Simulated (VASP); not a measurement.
Input of a VASP 6.6.1 run:

Contents of INCAR:

```
SYSTEM = SnO2
ALGO     = Normal         ! electronic algorithm
EDIFF    = 1E-6           ! SCF threshold, eV
ENCUT    = 520            ! plane-wave cutoff, eV
GGA      = CA             ! functional
ISIF     = 2              ! what is computed and relaxed
ISMEAR   = 0              ! smearing method
LASPH    = .TRUE.         ! aspherical terms in the spheres
LCHARG   = .TRUE.         ! write CHGCAR
LELF     = .TRUE.         ! ELF
LREAL    = .FALSE.        ! projectors in reciprocal space
LVHAR    = .TRUE.       
LWAVE    = .FALSE.        ! write WAVECAR
NBANDS   = 35             ! bands
NELM     = 100            ! most SCF steps
PREC     = Accurate       ! precision mode
SIGMA    = 0.02           ! smearing width, eV
```

KPOINTS

```
k-points
0
G
  6 6 8
  0 0 0
```

The input POSCAR:

```
SnO2
1.0
    4.7212714757      0.0000000000      0.0000000000
    0.0000000000      4.7242464866      0.0000000000
    0.0000000000      0.0000000000      3.1900194031
Sn O
2 4
Direct
    0.5000000000      0.5000000000      0.5000000000
    0.0000000000      0.0000000000      0.0000000000
    0.3055669669      0.3065721211      0.0000000000
    0.8055669669      0.1934278789      0.5000000000
    0.1944330331      0.8065721211      0.5000000000
    0.6944330331      0.6934278789      0.0000000000
```

Potentials or basis: VASP PAW LDA potentials, release 64 (Sn_d, O).

Command:

```console
$ cat potpaw_LDA.64/Sn_d/POTCAR potpaw_LDA.64/O/POTCAR > POTCAR
$ mpirun -np 1 vasp_std > vasp.out
```

Estimate the largest force.

0.022 eV/Å.

Predict the band gap on the k mesh.

1.20 eV, direct.

Predict the pressure.

1.1 GPa.

Forces on the atoms (eV/Å):
```
Sn   0.000  0.000  0.000
Sn   0.000  0.000  0.000
O   -0.014 -0.016  0.000
O   -0.014  0.016  0.000
O    0.014 -0.016  0.000
O    0.014  0.016  0.000
```

Caveat: spin-orbit coupling is left out, which moves the levels of the heavy elements.
